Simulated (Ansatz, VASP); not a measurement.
Nb: VASP beside Ansatz

```
Nb
1.0
     0.00000    2.90409    2.90409
     2.90409    0.00000    2.90409
     2.90409    2.90409    0.00000
Nb
2
Direct
  0.50000 0.50000 0.50000
  0.75000 0.75000 0.75000
```

Alike in both runs: functional PBEsol; k mesh 6 × 6 × 6; occupations gaussian, width 0.1 eV; no spin polarisation.

Ansatz relaxed the structure, and its values are those at the end. VASP's run is a single point on that final structure, the one shown.

```csv
,VASP,Ansatz
version,VASP 6.6.1,Ansatz 0.2.0
potentials or method,"VASP PAW PBE potentials, release 64 (Nb_sv), cutoff 500 eV","scalar-relativistic, plane waves, PAW"
valence electrons in the cell,26,26
```

|  | VASP | Ansatz | Ansatz less VASP |
| --- | --- | --- | --- |
| gap on the k mesh at the Fermi level (eV) | none | none | - |
| pressure (GPa) | 0.2 | 0.2 | +0.03 |

VASP's potentials were made for PBE, not for PBEsol. A gap of «none» marks a metal or a gap that the smearing closes.
